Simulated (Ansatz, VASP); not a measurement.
**C in VASP and in Ansatz**

The input POSCAR:

```
C
1.0
    0.0000000000      1.8778529565      1.8778529565
    1.8778529565      0.0000000000      1.8778529565
    1.8778529565      1.8778529565      0.0000000000
C
2
Direct
    0.0000000000      0.0000000000      0.0000000000
    0.2500000000      0.2500000000      0.2500000000
```

File INCAR.step1:

```
SYSTEM = C
PREC = Accurate
ENCUT = 520
ISMEAR = 0
SIGMA = 0.01
LREAL = .FALSE.
LASPH = .TRUE.
NELM = 80
NBANDS = 11
GGA = PE
ALGO = Normal
EDIFF = 1E-4
LWAVE = .TRUE.
LCHARG = .FALSE.
```

The input INCAR.step2:

```
SYSTEM = C
PREC = Accurate
ENCUT = 520
EDIFF = 1E-6
ISMEAR = 0
SIGMA = 0.01
LREAL = .FALSE.
LASPH = .TRUE.
NELM = 80
ALGO = Normal
ISIF = 2
LWAVE = .FALSE.
LCHARG = .TRUE.
METAGGA = R2SCAN
LMIXTAU = .TRUE.
LELF = .TRUE.
LVHAR = .TRUE.
NBANDS = 11
ISTART = 1
```

File KPOINTS:

```
regular mesh
0
G
  12 12 12
  0 0 0
```

Input for Ansatz:

```yaml
crystal:
  lattice:
    - [0.0, 1.8778529565, 1.8778529565]
    - [1.8778529565, 0.0, 1.8778529565]
    - [1.8778529565, 1.8778529565, 0.0]
  atoms:
    - { symbol: C, position: [0.0, 0.0, 0.0] }
    - { symbol: C, position: [0.25, 0.25, 0.25] }
kpoints:
  mp_grid: { grid: [12, 12, 12] }
  band_path:
    path:
      - [0.0, 0.0, 0.0]
      - [0.5, 0.0, 0.5]
      - [0.625, 0.25, 0.625]
      - [0.375, 0.375, 0.75]
      - [0.5, 0.5, 0.5]
      - [0.5, 0.25, 0.75]
      - [0.35, 0.0, 0.35]
    npoints: 1
hamiltonian:
  xc: r2scan
scf:
  occupations: { method: fixed }
  n_extra_bands: 4
output:
  forces: true
  stress: true
  eigenvalues: true
```

Change from the starting cell: hydrostatic strain +5.5%.

Alike in both runs: task single point; functional r2SCAN; k mesh 12 × 12 × 12; no spin polarisation.

```csv
,VASP,Ansatz
version,VASP 6.6.1,Ansatz 0.2.0
potentials or method,"VASP PAW PBE potentials, release 64 (C)","plane waves, PAW"
plane-wave cutoff (eV),520,500
occupations,"gaussian, width 0.01 eV",fixed
valence electrons in the cell,8,8
```

|  | VASP | Ansatz | Ansatz less VASP |
| --- | --- | --- | --- |
| gap on the k mesh at the Fermi level (eV) | 3.99 | 4.01 | +0.022 |
| pressure (GPa) | -52.9 | -53.6 | -0.63 |

VASP's potentials were made for PBE, not for r2SCAN. Both programs put the cell under strong tension, so it lies far from rest at this level.

Noted on VASP's run: the cell as given lies far from equilibrium.
